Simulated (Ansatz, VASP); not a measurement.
## Two plane-wave programs on Si

```
CELL_PARAMETERS angstrom
0.00000 5.43000 5.43000
5.43000 0.00000 5.43000
5.43000 5.43000 0.00000
ATOMIC_POSITIONS crystal
Si 0.99913 0.00049 0.99957
Si 0.12272 0.12291 0.12277
Si 0.99684 0.99676 0.50289
Si 0.12312 0.12329 0.63025
Si 0.99675 0.50318 0.99672
Si 0.12281 0.63126 0.12287
Si 0.99687 0.50340 0.50295
Si 0.12634 0.62456 0.62452
Si 0.50278 0.99679 0.99684
Si 0.62976 0.12344 0.12332
Si 0.50304 0.99686 0.50325
Si 0.62463 0.12604 0.62464
Si 0.50284 0.50349 0.99687
Si 0.62454 0.62460 0.12624
Si 0.50018 0.49990 0.50009
Si 0.62466 0.62470 0.62467
Si 0.24915 0.25048 0.24957
```

Alike in both runs: functional LDA; k mesh 2 × 2 × 2; occupations gaussian, width 0.05 eV; no spin polarisation.

Ansatz relaxed the structure, and its values are those at the end. VASP's run is a single point on that final structure, the one shown.

|  | VASP | Ansatz |
| --- | --- | --- |
| version | VASP 6.6.1 | Ansatz 0.2.0 |
| potentials or method | VASP PAW LDA potentials, release 64 (Si), cutoff 520 eV | scalar-relativistic, plane waves, PAW |
| valence electrons in the cell | 68 | 68 |

|  | VASP | Ansatz | Ansatz less VASP |
| --- | --- | --- | --- |
| rms of the force components (eV/Å) | 0.011 | 0.012 | +0.0008 |

Ansatz warns that its potentials were made for another functional, while VASP's fit it. LDA's correlation is that of Perdew and Zunger in VASP and of Perdew and Wang (1992) in Ansatz.

The k mesh is coarse, so the values compare programs but aren't converged.
